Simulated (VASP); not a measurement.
**Te2Mo: single point with PBE**

Crystal: Te2Mo.

```
Te Mo
1.0
     3.53709   -0.04722    0.00000
    -1.80944    3.08682    0.00000
     0.00000    0.00000    7.82691
Te Mo
2 1
Cartesian
  -0.0313 2.0421 6.0310
  -0.0313 2.0421 1.7959
  0.0081 0.0000 0.0000
```

This cell differs from its parent crystal: shear xy strain -2.7%.

```yaml
Program: VASP 6.6.1
Task: single point
Functional: PBE
Potentials_or_basis: VASP PAW PBE potentials, release 64 (Te, Mo_sv)
Cutoff: 520 eV
k_mesh: 12 × 12 × 4
Occupations: fermi-dirac, width 0.02 eV
Spin: no spin polarisation
Dipole_correction: no
Further_INCAR_settings: ALGO = Normal; EDIFF = 1e-06; NBANDS = 20
```

- Pressure: 1.8 GPa
- Largest force: 0.207 eV/Å
- Band gap on the k mesh: 1.05 eV, indirect (least direct gap 1.07 eV)

Forces in eV/Å, atoms in the order of the input:
```
Te  -0.010 -0.002 -0.207
Te  -0.010 -0.002  0.207
Mo   0.019  0.004  0.000
```

Stress tensor (GPa, compression positive):
```
1.42 1.11 0.00
1.11 1.50 0.00
0.00 0.00 2.61
```

Levels at points of the mesh, in eV from the valence-band top:
```tsv
k point	band 10	band 11	band 12	band 13	band 14	band 15	band 16	band 17
(0.00, 0.00, 0.00)	-1.06	-0.97	-0.83	-0.76	3.04	3.21	3.21	3.46
(0.50, 0.00, 0.00)	-2.48	-1.28	-0.85	-0.54	1.38	1.67	3.58	3.66
(0.00, 0.50, 0.00)	-2.33	-1.33	-0.91	-0.37	1.36	1.67	3.52	3.69
(0.50, 0.50, 0.00)	-2.18	-1.40	-0.98	-0.20	1.40	1.62	3.44	3.75
(0.00, 0.00, 0.50)	-1.59	-1.00	-0.84	-0.16	2.96	3.14	3.29	3.55
(0.50, 0.00, 0.50)	-2.50	-1.91	-0.57	-0.48	1.39	1.85	2.89	3.51
(0.00, 0.50, 0.50)	-2.35	-1.97	-0.62	-0.31	1.38	1.83	2.91	3.61
(0.50, 0.50, 0.50)	-2.20	-2.04	-0.68	-0.15	1.42	1.77	2.94	3.71
```

It took 12 min on 1 thread of Oxide Virtual Turin-like Processor (shared host), peak memory 0.44 GiB.

Caveat: the cell differs from its parent crystal (shear xy strain -2.7%); spin-orbit coupling is left out, which moves the levels of the heavy elements; this functional lacks dispersion, which binds the layers, so the pressure and a relaxed spacing across them are unreliable. A k mesh can miss the band edges.
